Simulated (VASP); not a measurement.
# SnTe (F-43m) in VASP: a series of runs

Runs on SnTe. Level: r2SCAN. Tasks: single point.

All numbers are computed with VASP 6.6.1; they aren't measurements. Logs are shortened: lines on timing, memory, paths and dates and some standing lists are left out, and cuts for length are marked.

**1. The cell of the first run**

Symmetry: F-43m, No. 216, cubic system. The conventional cell has a = 7.100 Å, b = 7.100 Å, c = 7.100 Å, α = 90.00°, β = 90.00°, γ = 90.00°. Within 4.0 Å of Sn (site symmetry -43m) lie 4 Te at 3.07 Å. Within 4.0 Å of Te (site symmetry -43m) lie 4 Sn at 3.07 Å.

**2. Single point, r2SCAN**

The input, POSCAR:

```
SnTe
1.0
    0.0000000000      3.5499283092      3.5499283092
    3.5499283092      0.0000000000      3.5499283092
    3.5499283092      3.5499283092      0.0000000000
Sn Te
1 1
Direct
    0.0000000000      0.0000000000      0.0000000000
    0.7500000000      0.7500000000      0.7500000000
```

The input, INCAR.step1:

```
SYSTEM = SnTe
PREC = Accurate ; ENCUT = 520
ISMEAR = 0 ; SIGMA = 0.01
LREAL = .False. ; LASPH = .True.
NELM = 80 ; NBANDS = 17
GGA = PE ; ALGO = Normal
EDIFF = 1E-4 ; LWAVE = .True.
LCHARG = .False.
```

The input, INCAR.step2:

```
SYSTEM = SnTe
PREC = Accurate ; ENCUT = 520
EDIFF = 1E-6 ; ISMEAR = 0
SIGMA = 0.01 ; LREAL = .False.
LASPH = .True. ; NELM = 80
ALGO = Normal ; ISIF = 2
LWAVE = .False. ; LCHARG = .False.
METAGGA = R2SCAN ; LMIXTAU = .True.
NBANDS = 17 ; ISTART = 1
```

The input, KPOINTS:

```
Automatic mesh
0
Gamma
  6 6 6
  0 0 0
```

Potentials or basis: VASP PAW PBE potentials, release 64 (Sn_d, Te).

The run is started by

```bash
cat potpaw_PBE.64/Sn_d/POTCAR potpaw_PBE.64/Te/POTCAR > POTCAR
cp INCAR.step1 INCAR
mpirun -np 1 vasp_std > vasp.out
cp INCAR.step2 INCAR
mpirun -np 1 vasp_std > vasp.out
```

OUTCAR:

```text
SYSTEM = SnTe
   PREC = Accurate
   ENCUT = 520
   EDIFF = 1E-6
   ISMEAR = 0
   LREAL = .False.
   LASPH = .True.
   NELM = 80
   ISIF = 2
   METAGGA = R2SCAN
   ISTART = 1

 ion  position               nearest neighbor table
   1  0.000  0.000  0.000-   2 3.07   2 3.07   2 3.07   2 3.07
   2  0.750  0.750  0.750-   1 3.07   1 3.07   1 3.07   1 3.07

  LATTYP: Found a face centered cubic cell.
 ALAT       =     7.0998566184

  Lattice vectors:

 A1 = (   0.0000000000,   3.5499283092,   3.5499283092)
 A2 = (   3.5499283092,   0.0000000000,   3.5499283092)
 A3 = (   3.5499283092,   3.5499283092,   0.0000000000)

Analysis of symmetry for initial positions (statically):
=====================================================================
 Subroutine PRICEL returns:
 Original cell was already a primitive cell.

 Routine SETGRP: Setting up the symmetry group for a
 face centered cubic supercell.

 Subroutine GETGRP returns: Found 24 space group operations
 (whereof 24 operations were pure point group operations)
 out of a pool of 48 trial point group operations.

The static configuration has the point symmetry T_d .

Analysis of symmetry for dynamics (positions and initial velocities):
=====================================================================
 Subroutine PRICEL returns:
 Original cell was already a primitive cell.

 Routine SETGRP: Setting up the symmetry group for a
 face centered cubic supercell.

 Subroutine GETGRP returns: Found 24 space group operations
 (whereof 24 operations were pure point group operations)
 out of a pool of 48 trial point group operations.

The dynamic configuration has the point symmetry T_d .

 Subroutine INISYM returns: Found 24 space group operations
 (whereof 24 operations are pure point group operations),
 and found     1 'primitive' translations

----------------------------------------------------------------------------------------

                                     Primitive cell

  volume of cell :      89.4723

  direct lattice vectors                    reciprocal lattice vectors
     0.000000000  3.549928309  3.549928309    -0.140847915  0.140847915  0.140847915
     3.549928309  0.000000000  3.549928309     0.140847915 -0.140847915  0.140847915
     3.549928309  3.549928309  0.000000000     0.140847915  0.140847915 -0.140847915

  length of vectors
     5.020356760  5.020356760  5.020356760     0.243955745  0.243955745  0.243955745

  position of ions in fractional coordinates (direct lattice)
     0.000000000  0.000000000  0.000000000
     0.750000000  0.750000000  0.750000000

  ion indices of the primitive-cell ions
   primitive index   ion index
                 1           1
                 2           2

----------------------------------------------------------------------------------------

 KPOINTS: Automatic mesh

Automatic generation of k-mesh.
 Grid dimensions read from file:
 generate k-points for:    6    6    6

 Generating k-lattice:

  Cartesian coordinates                     Fractional coordinates (reciprocal lattice)
    -0.023474652  0.023474652  0.023474652     0.166666667  0.000000000  0.000000000
     0.023474652 -0.023474652  0.023474652     0.000000000  0.166666667  0.000000000
     0.023474652  0.023474652 -0.023474652     0.000000000  0.000000000  0.166666667

  Length of vectors
     0.040659291  0.040659291  0.040659291

  Shift w.r.t. Gamma in fractional coordinates (k-lattice)
     0.000000000  0.000000000  0.000000000

 Subroutine IBZKPT returns following result:
 ===========================================

 Found     16 irreducible k-points:

 Following reciprocal coordinates:
            Coordinates               Weight
  0.000000  0.000000  0.000000      1.000000
  0.166667  0.000000  0.000000      8.000000
  0.333333  0.000000  0.000000      8.000000
  0.500000  0.000000  0.000000      4.000000
  0.166667  0.166667  0.000000      6.000000
  0.333333  0.166667  0.000000     24.000000
[... 8 lines left out ...]
 -0.333333  0.333333  0.166667     24.000000
 -0.333333  0.500000  0.166667     12.000000
   k-points           NKPTS =     16   k-points in BZ     NKDIM =     16   number of bands    NBANDS=     17
   number of dos      NEDOS =    301   number of ions     NIONS =      2
   total plane-waves  NPLWV =  64000
   dimension x,y,z NGX =    40 NGY =   40 NGZ =   40
   dimension x,y,z NGXF=    80 NGYF=   80 NGZF=   80
   ions per type =               1   1
   NGX,Y,Z   is equivalent  to a cutoff of  13.25, 13.25, 13.25 a.u.
   NGXF,Y,Z  is equivalent  to a cutoff of  26.49, 26.49, 26.49 a.u.
 SYSTEM =  SnTe
   PREC   = accura    normal or accurate (medium, high low for compatibility)
   ISTART =      1    job   : 0-new  1-cont  2-samecut
   ICHARG =      0    charge: 1-file 2-atom 10-const
   ISPIN  =      1    spin polarized calculation?
   LNONCOLLINEAR =      F non collinear calculations
   LSORBIT =      F    spin-orbit coupling
   LASPH  =      T    aspherical Exc in radial PAW
   ENCUT  =  520.0 eV  38.22 Ry    6.18 a.u.   9.33  9.33  9.33*2*pi/ulx,y,z
   NELM   =     80;   NELMIN=  2; NELMDL=  0     # of ELM steps
   EDIFF  = 0.1E-05   stopping-criterion for ELM
   LREAL  =      F    real-space projection
[... 7 lines left out ...]
   TEBEG  =    0.0;   TEEND  =   0.0 temperature during run
   PSTRESS=    0.0 pullay stress
   NELECT =      20.0000    total number of electrons
   NUPDOWN=      -1.0000    fix difference up-down
   EMIN   =  10.00;   EMAX   =-10.00  energy-range for DOS
   EFERMI =   0.00;   METHOD = LEGACY
   ISMEAR =     0;   SIGMA  =   0.01  broadening in eV -4-tet -1-fermi 0-gaus
   EFERMI_NEDOS =   21; number of points for ismear=-14 and -15
   IALGO  =     38    algorithm
   IMIX   =      4    mixing-type and parameters
     AMIX     =   0.40;   BMIX     =  1.00
     AMIX_MAG =   1.60;   BMIX_MAG =  1.00
  volume/ion in A,a.u.               =      44.74       301.89
  Fermi-wavevector in a.u.,A,eV,Ry     =   0.993547  1.877532 13.430806  0.987136
  Thomas-Fermi vector in A             =   2.125437
   LORBIT       =      0    0 simple, 1 ext, 2 COOP (PROOUT), +10 PAW based schemes
   METAGGA = R2SCAN    functional components
   LHFCALC =     F    Hartree Fock is set to
   AEXX    =    0.0000 exact exchange contribution
   IVDW    =     0    specifies the selected vdW correction
   LEPSILON=     F    determine dielectric tensor
   LRPA    =     F    only Hartree local field effects (RPA)
 non-spin polarized calculation
 Gauss-broadening in eV      SIGMA  =   0.01
  energy-cutoff  :      520.00
  volume of cell :       89.47
 maximum number of plane-waves:      2450
 NGX is ok and might be reduce to    40
   NGX = 19   NGY = 19   NGZ = 19

 number of electron      20.0000003 magnetization

 Free energy of the ion-electron system (eV)
  ---------------------------------------------------
  ext. energy  EPLUGINS =         0.00000000
  ---------------------------------------------------
  free energy    TOTEN  =       -50.06006850 eV

  energy without entropy =      -50.06006850  energy(sigma->0) =      -50.06006850

 E-fermi :   3.5024     XC(G=0):  -8.1693

 val. band max:        3.4146585473   @ k =  -0.3333   0.5000   0.1667
 cond. band min:       3.6323168349   @ k =   0.5000   0.5000   0.0000
 fundamental gap:      0.2176582876
 Fermi energy:         3.5024190210

 k-point     1 :       0.0000    0.0000    0.0000
  band No.  band energies     occupation
      1     -19.0055      2.00000
      2     -19.0055      2.00000
      3     -19.0055      2.00000
      4     -18.9885      2.00000
      5     -18.9885      2.00000
      6      -8.7990      2.00000
[... 9 lines left out ...]
     16      10.3275      0.00000
     17      11.4914      0.00000

 k-point     2 :       0.1667    0.0000    0.0000
  band No.  band energies     occupation
      1     -19.0060      2.00000
      2     -19.0050      2.00000
      3     -19.0050      2.00000
      4     -18.9885      2.00000
      5     -18.9885      2.00000
      6      -8.6624      2.00000
[... 9 lines left out ...]
     16       9.7512      0.00000
     17      10.9146      0.00000

 k-point     3 :       0.3333    0.0000    0.0000
  band No.  band energies     occupation
      1     -19.0070      2.00000
      2     -19.0040      2.00000
      3     -19.0040      2.00000
      4     -18.9884      2.00000
      5     -18.9884      2.00000
      6      -8.3409      2.00000
[... 9 lines left out ...]
     16       9.9161      0.00000
     17      11.2737      0.00000

 k-point     4 :       0.5000    0.0000    0.0000
  band No.  band energies     occupation
      1     -19.0076      2.00000
      2     -19.0035      2.00000
      3     -19.0035      2.00000
      4     -18.9883      2.00000
      5     -18.9883      2.00000
      6      -8.1442      2.00000
[... 9 lines left out ...]
     16      10.8627      0.00000
     17      10.8627      0.00000

 k-point     5 :       0.1667    0.1667    0.0000
  band No.  band energies     occupation
      1     -19.0068      2.00000
      2     -19.0045      2.00000
      3     -19.0045      2.00000
      4     -18.9888      2.00000
      5     -18.9882      2.00000
      6      -8.6153      2.00000
[... 9 lines left out ...]
     16      10.6172      0.00000
     17      12.1009      0.00000

 k-point     6 :       0.3333    0.1667    0.0000
  band No.  band energies     occupation
      1     -19.0078      2.00000
      2     -19.0036      2.00000
      3     -19.0035      2.00000
      4     -18.9889      2.00000
      5     -18.9880      2.00000
      6      -8.3473      2.00000
[... 9 lines left out ...]
     16      10.7436      0.00000
     17      11.8715      0.00000

 k-point     7 :       0.5000    0.1667    0.0000
  band No.  band energies     occupation
      1     -19.0081      2.00000
      2     -19.0032      2.00000
      3     -19.0030      2.00000
      4     -18.9887      2.00000
      5     -18.9881      2.00000
      6      -8.0839      2.00000
[... 9 lines left out ...]
     16      10.9586      0.00000
     17      11.1563      0.00000

 k-point     8 :      -0.3333    0.1667    0.0000
  band No.  band energies     occupation
      1     -19.0077      2.00000
      2     -19.0034      2.00000
      3     -19.0033      2.00000
      4     -18.9884      2.00000
      5     -18.9884      2.00000
      6      -8.1539      2.00000
[... 9 lines left out ...]
     16      10.5822      0.00000
     17      11.5860      0.00000

 k-point     9 :      -0.1667    0.1667    0.0000
  band No.  band energies     occupation
      1     -19.0069      2.00000
      2     -19.0044      2.00000
      3     -19.0040      2.00000
      4     -18.9886      2.00000
      5     -18.9883      2.00000
      6      -8.4590      2.00000
[... 9 lines left out ...]
     16       9.8680      0.00000
     17      11.9355      0.00000

 k-point    10 :       0.3333    0.3333    0.0000
  band No.  band energies     occupation
      1     -19.0094      2.00000
      2     -19.0024      2.00000
      3     -19.0024      2.00000
      4     -18.9893      2.00000
      5     -18.9876      2.00000
      6      -8.1659      2.00000
[... 9 lines left out ...]
     16      11.4661      0.00000
     17      13.5423      0.00000

 k-point    11 :       0.5000    0.3333    0.0000
  band No.  band energies     occupation
      1     -19.0098      2.00000
      2     -19.0020      2.00000
      3     -19.0019      2.00000
      4     -18.9893      2.00000
      5     -18.9876      2.00000
      6      -7.9482      2.00000
[... 9 lines left out ...]
     16      11.3758      0.00000
     17      12.7586      0.00000

 k-point    12 :      -0.3333    0.3333    0.0000
  band No.  band energies     occupation
      1     -19.0088      2.00000
      2     -19.0026      2.00000
      3     -19.0023      2.00000
      4     -18.9888      2.00000
      5     -18.9880      2.00000
      6      -7.9429      2.00000
[... 9 lines left out ...]
     16      11.4013      0.00000
     17      13.0201      0.00000

 k-point    13 :       0.5000    0.5000    0.0000
  band No.  band energies     occupation
      1     -19.0108      2.00000
      2     -19.0014      2.00000
      3     -19.0014      2.00000
      4     -18.9897      2.00000
      5     -18.9874      2.00000
      6      -7.8708      2.00000
[... 9 lines left out ...]
     16      12.1581      0.00000
     17      12.1581      0.00000

 k-point    14 :       0.5000    0.3333    0.1667
  band No.  band energies     occupation
      1     -19.0086      2.00000
      2     -19.0031      2.00000
      3     -19.0024      2.00000
      4     -18.9890      2.00000
      5     -18.9879      2.00000
      6      -8.0923      2.00000
[... 9 lines left out ...]
     16      11.3277      0.00000
     17      12.4098      0.00000

 k-point    15 :      -0.3333    0.3333    0.1667
  band No.  band energies     occupation
      1     -19.0088      2.00000
      2     -19.0030      2.00000
      3     -19.0019      2.00000
      4     -18.9889      2.00000
      5     -18.9880      2.00000
      6      -7.9429      2.00000
[... 9 lines left out ...]
     16      11.1297      0.00000
     17      12.1818      0.00000

 k-point    16 :      -0.3333    0.5000    0.1667
  band No.  band energies     occupation
      1     -19.0096      2.00000
      2     -19.0024      2.00000
      3     -19.0014      2.00000
      4     -18.9892      2.00000
      5     -18.9877      2.00000
      6      -7.8676      2.00000
[... 9 lines left out ...]
     16      11.8723      0.00000
     17      11.9889      0.00000

------------------------ aborting loop because EDIFF is reached ----------------------------------------

  FORCE on cell =-STRESS in cart. coord.  units (eV):
  Direction    XX          YY          ZZ          XY          YZ          ZX
  --------------------------------------------------------------------------------------
  -------------------------------------------------------------------------------------
  Total        0.4640124      0.4640124      0.4640124      0.0000000      0.0000000      0.0000000
  in kB        8.3090517      8.3090517      8.3090517      0.0000000      0.0000000      0.0000000
  external PRESSURE =       8.3090517 kB  Pullay stress =       0.0000000 kB

 VOLUME and BASIS-vectors are now :
 -----------------------------------------------------------------------------
  energy-cutoff  :      520.00
  volume of cell :       89.47
      direct lattice vectors                 reciprocal lattice vectors
     0.000000000  3.549928309  3.549928309    -0.140847915  0.140847915  0.140847915
     3.549928309  0.000000000  3.549928309     0.140847915 -0.140847915  0.140847915
     3.549928309  3.549928309  0.000000000     0.140847915  0.140847915 -0.140847915

 POSITION                                       TOTAL-FORCE (eV/Angst)
 -----------------------------------------------------------------------------------
      0.00000      0.00000      0.00000        -0.000000     -0.000000     -0.000000
      5.32489      5.32489      5.32489         0.000000      0.000000      0.000000
 -----------------------------------------------------------------------------------
    total drift:                               -0.000002     -0.000002     -0.000002

  FREE ENERGIE OF THE ION-ELECTRON SYSTEM (eV)
  ---------------------------------------------------
  free  energy   TOTEN  =       -50.0600684987 eV

  energy  without entropy=      -50.0600684987  energy(sigma->0) =      -50.06006850
```

Run time: 1.7 min. Hardware: 1 thread of Intel Xeon Platinum 8375C at 2.90GHz (Ice Lake), shared host; peak memory 0.26 GiB.

What came out:

- Free energy: -50.0601 eV
- Pressure: 0.8 GPa
- Band gap on the k mesh: 0.22 eV, indirect (least direct gap 0.83 eV)

Caveat: the PAW data sets were made with another functional, which shifts forces and pressure a little; spin-orbit coupling is left out, which moves the levels of the heavy elements. A k mesh can miss the band edges.

(Continued in part 2 of 2.)
